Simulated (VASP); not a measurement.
# ZnSe (F-43m) in VASP: a series of runs

The runs below take ZnSe through vibrations by perturbation theory, with PBEsol.

All numbers are computed with VASP 6.6.1; they aren't measurements. Logs are shortened: lines on timing, memory, paths and dates and some standing lists are left out, and cuts for length are marked.

### Step 1. The cell of the first run

The structure is cubic, space group F-43m (No. 216). Conventional cell: a = 5.452 Å, b = 5.452 Å, c = 5.452 Å, α = 90.00°, β = 90.00°, γ = 90.00°. Zn (site symmetry -43m) has 4 Se at 2.36 Å within 3.1 Å. Within 3.1 Å of Se (site symmetry -43m) lie 4 Zn at 2.36 Å.

### Step 2. Vibrations by perturbation theory, PBEsol

Contents of INCAR:

```
PREC = Accurate
ENCUT = 520
EDIFF = 1E-8
ISMEAR = 0
SIGMA = 0.01
LREAL = False
LASPH = True
NELM = 100
ALGO = Normal
ISIF = 2
LWAVE = False
LCHARG = False
GGA = PS
IBRION = 8
NSW = 1
LEPSILON = True
```

Contents of KPOINTS:

```
regular mesh
0
Gamma
  8 8 8
```

Contents of POSCAR:

```
ZnSe
1.0
    0.0000000000      2.7260562757      2.7260562757
    2.7260562757      0.0000000000      2.7260562757
    2.7260562757      2.7260562757      0.0000000000
Zn Se
1 1
Direct
    0.0000000000      0.0000000000      0.0000000000
    0.7500000000      0.7500000000      0.7500000000
```

Potentials or basis: VASP PAW PBE potentials, release 64 (Zn, Se).

Run with:

```sh
cat potpaw_PBE.64/Zn/POTCAR potpaw_PBE.64/Se/POTCAR > POTCAR
mpirun -np 1 vasp_std > vasp.out
```

OUTCAR:

```text
PREC = Accurate
   ENCUT = 520
   EDIFF = 1E-8
   ISMEAR = 0
   LREAL = False
   LASPH = True
   NELM = 100
   ISIF = 2
   GGA = PS
   IBRION = 8
   NSW = 1
   LEPSILON = True

 ion  position               nearest neighbor table
   1  0.000  0.000  0.000-   2 2.36   2 2.36   2 2.36   2 2.36
   2  0.750  0.750  0.750-   1 2.36   1 2.36   1 2.36   1 2.36

  LATTYP: Found a face centered cubic cell.
 ALAT       =     5.4521125514

  Lattice vectors:

 A1 = (   0.0000000000,   2.7260562757,   2.7260562757)
 A2 = (   2.7260562757,   0.0000000000,   2.7260562757)
 A3 = (   2.7260562757,   2.7260562757,   0.0000000000)

Analysis of symmetry for initial positions (statically):
=====================================================================
 Subroutine PRICEL returns:
 Original cell was already a primitive cell.

 Routine SETGRP: Setting up the symmetry group for a
 face centered cubic supercell.

 Subroutine GETGRP returns: Found 24 space group operations
 (whereof 24 operations were pure point group operations)
 out of a pool of 48 trial point group operations.

The static configuration has the point symmetry T_d .

Analysis of symmetry for dynamics (positions and initial velocities):
=====================================================================
 Subroutine PRICEL returns:
 Original cell was already a primitive cell.

 Routine SETGRP: Setting up the symmetry group for a
 face centered cubic supercell.

 Subroutine GETGRP returns: Found 24 space group operations
 (whereof 24 operations were pure point group operations)
 out of a pool of 48 trial point group operations.

The dynamic configuration has the point symmetry T_d .

 Subroutine INISYM returns: Found 24 space group operations
 (whereof 24 operations are pure point group operations),
 and found     1 'primitive' translations

----------------------------------------------------------------------------------------

                                     Primitive cell

  volume of cell :      40.5167

  direct lattice vectors                    reciprocal lattice vectors
     0.000000000  2.726056276  2.726056276    -0.183415142  0.183415142  0.183415142
     2.726056276  0.000000000  2.726056276     0.183415142 -0.183415142  0.183415142
     2.726056276  2.726056276  0.000000000     0.183415142  0.183415142 -0.183415142

  length of vectors
     3.855225757  3.855225757  3.855225757     0.317684346  0.317684346  0.317684346

  position of ions in fractional coordinates (direct lattice)
     0.000000000  0.000000000  0.000000000
     0.750000000  0.750000000  0.750000000

  ion indices of the primitive-cell ions
   primitive index   ion index
                 1           1
                 2           2

----------------------------------------------------------------------------------------

 KPOINTS: regular mesh

Automatic generation of k-mesh.
 Grid dimensions read from file:
 generate k-points for:    8    8    8

 Generating k-lattice:

  Cartesian coordinates                     Fractional coordinates (reciprocal lattice)
    -0.022926893  0.022926893  0.022926893     0.125000000  0.000000000  0.000000000
     0.022926893 -0.022926893  0.022926893     0.000000000  0.125000000  0.000000000
[... 533 lines left out ...]
  ---------------------------------------------------
  free energy    TOTEN  =        -0.78625173 eV

  energy without entropy =       -0.78625173

------------------------ aborting loop because EDIFF is reached ----------------------------------------

--------------------------------------- Ionic step        2  -------------------------------------------

------------------------ aborting loop because EDIFF is reached ----------------------------------------

--------------------------------------- Ionic step        3  -------------------------------------------

------------------------ aborting loop because EDIFF is reached ----------------------------------------

 PIEZOELECTRIC TENSOR FIELD DIRECTION 3  (e Angst)
 -----------------------------------------------------------------------------
    -0.00057  1.65429  0.00000           (  0.00000 -0.03285  0.00000)
     1.65429 -0.00057  0.00000           ( -0.03285  0.00000  0.00000)
     0.00000  0.00000 -0.00034           (  0.00000  0.00000 -0.00000)

 PIEZOELECTRIC TENSOR FIELD DIRECTION 3  (C/m^2)
 -----------------------------------------------------------------------------
    -0.00023  0.65416  0.00000
     0.65416 -0.00023  0.00000
     0.00000  0.00000 -0.00014

--------------------------------------- Ionic step        4  -------------------------------------------

------------------------ aborting loop because EDIFF is reached ----------------------------------------

[... ionic steps 5 to 6 ...]

--------------------------------------- Ionic step        7  -------------------------------------------

 Free energy of the ion-electron system (eV)
  ---------------------------------------------------
  ---------------------------------------------------
  free energy    TOTEN  =        -0.08176923 eV

  energy without entropy =       -0.08176923

------------------------ aborting loop because EDIFF is reached ----------------------------------------

 INTERNAL STRAIN TENSOR  FOR ION    2  DIRECTION 1   (eV/Angst):
 -----------------------------------------------------------------------------
    -0.02005  0.00000  0.00000
     0.00000  0.01705  9.64868
     0.00000  9.64868  0.01705

 MACROSCOPIC STATIC DIELECTRIC TENSOR (including local field effects in DFT)
 ------------------------------------------------------
           7.578017    -0.000000     0.000000
           0.000000     7.578017     0.000000
          -0.000000     0.000000     7.578017
 ------------------------------------------------------

 PIEZOELECTRIC TENSOR (including local field effects)  for field in x, y, z        (e  Angst)
          XX          YY          ZZ          XY          YZ          ZX
  --------------------------------------------------------------------------------
  x    -0.00000    -0.00000    -0.00000     0.00000     1.67201    -0.00000
  y     0.00000     0.00000     0.00000     0.00000     0.00000     1.67201
  z    -0.00000    -0.00000     0.00000     1.67201     0.00000     0.00000

 PIEZOELECTRIC TENSOR (including local field effects)  for field in x, y, z        (C/m^2)
          XX          YY          ZZ          XY          YZ          ZX
  --------------------------------------------------------------------------------
  x    -0.00000    -0.00000    -0.00000     0.00000     0.66117    -0.00000
  y     0.00000     0.00000     0.00000     0.00000     0.00000     0.66117
  z    -0.00000    -0.00000     0.00000     0.66117     0.00000     0.00000

 BORN EFFECTIVE CHARGES (including local field effects) (in |e|, cummulative output)
 ---------------------------------------------------------------------------------
 ion    1
    1     1.89734     0.00000    -0.00000
    2    -0.00000     1.89734    -0.00000
    3     0.00000    -0.00000     1.89734
 ion    2
    1    -1.89734    -0.00000     0.00000
    2     0.00000    -1.89734     0.00000
    3    -0.00000     0.00000    -1.89734

 INTERNAL STRAIN TENSOR FOR ION    2 for displacements in x,y,z  (eV/Angst):
          X           Y           Z          XY          YZ          ZX
  --------------------------------------------------------------------------------
  x    -0.00000    -0.00000    -0.00000     0.00000     9.64868     0.00000
  y    -0.00000     0.00000    -0.00000     0.00000     0.00000     9.64868
  z    -0.00000    -0.00000     0.00000     9.64868     0.00000     0.00000

 SECOND DERIVATIVES (NOT SYMMETRIZED)
 ------------------------------------
               1X          1Y          1Z          2X          2Y          2Z
  1X    -8.047484    0.000000    0.000000    8.047484    0.000000    0.000000
  1Y     0.000000   -8.047484    0.000000    0.000000    8.047484    0.000000
  1Z     0.000000    0.000000   -8.047484    0.000000    0.000000    8.047484
  2X     8.051210    0.000000    0.000000   -8.051210    0.000000    0.000000
  2Y     0.000000    8.051210    0.000000    0.000000   -8.051210    0.000000
  2Z     0.000000    0.000000    8.051210    0.000000    0.000000   -8.051210

 Eigenvectors and eigenvalues of the dynamical matrix
 ----------------------------------------------------

   1 f  =    7.416098 THz    46.596720 2PiTHz  247.374413 cm-1    30.670504 meV
             X         Y         Z           dx          dy          dz
      0.000000  0.000000  0.000000    -0.739520    0.000000    0.000000
      4.089084  4.089084  4.089084     0.673135    0.000000    0.000000
[... 21 lines left out ...]
   6 f/i=    0.000854 THz     0.005368 2PiTHz    0.028497 cm-1     0.003533 meV
             X         Y         Z           dx          dy          dz
      0.000000  0.000000  0.000000     0.000000    0.475978    0.475978
      4.089084  4.089084  4.089084     0.000000    0.522919    0.522919

--------------------------------------------------------------------------------------------------------

 MACROSCOPIC STATIC DIELECTRIC TENSOR IONIC CONTRIBUTION
 ------------------------------------------------------
           1.997374    -0.000000    -0.000000
          -0.000000     1.997374    -0.000000
          -0.000000    -0.000000     1.997374
 ------------------------------------------------------

 ELASTIC MODULI CONTR FROM IONIC RELAXATION (kBar)
 Direction    XX          YY          ZZ          XY          YZ          ZX
 --------------------------------------------------------------------------------
 XX          -0.0000     -0.0000     -0.0000      0.0000      0.0000      0.0000
 YY          -0.0000     -0.0000      0.0000      0.0000      0.0000     -0.0000
 ZZ          -0.0000      0.0000     -0.0000      0.0000      0.0000      0.0000
 XY           0.0000      0.0000      0.0000   -457.9243      0.0000      0.0000
 YZ           0.0000      0.0000      0.0000      0.0000   -457.9243      0.0000
 ZX           0.0000     -0.0000      0.0000      0.0000      0.0000   -457.9243
 --------------------------------------------------------------------------------

 PIEZOELECTRIC TENSOR IONIC CONTR  for field in x, y, z        (C/m^2)
          XX          YY          ZZ          XY          YZ          ZX
  --------------------------------------------------------------------------------
  x     0.00000     0.00000     0.00000     0.00000    -0.89991    -0.00000
  y     0.00000    -0.00000     0.00000     0.00000     0.00000    -0.89991
  z     0.00000     0.00000     0.00000    -0.89991    -0.00000     0.00000
```

Run time: 7.2 min. Hardware: 1 thread of Intel Xeon Platinum 8259CL at 2.50GHz (Skylake/Cascade Lake), shared host; peak memory 0.28 GiB.

Results:

| Property | Result |
| --- | --- |
| Electronic dielectric tensor (diagonal) | 7.58 |
| Born charges (mean of the diagonal) | Zn +1.90; Se -1.90 e |
| Highest phonon frequency at Γ, LO-TO splitting left out | 247 cm⁻¹ |

Phonon frequencies in cm⁻¹ (negative: imaginary):
| q point | frequencies |
| --- | --- |
| (0.000, 0.000, 0.000) | 0 0 0 247 247 247 |

Electronic dielectric tensor:
```
7.58 0.00 0.00
0.00 7.58 0.00
0.00 0.00 7.58
```

Born effective charge tensors (e):
atom 1, Zn
```
1.90 0.00 0.00
0.00 1.90 0.00
0.00 0.00 1.90
```
atom 2, Se
```
-1.90  0.00  0.00
 0.00 -1.90  0.00
 0.00  0.00 -1.90
```

Caveat: the cell wasn't relaxed at this level first, which shifts response properties.

(Continued in part 2 of 3.)
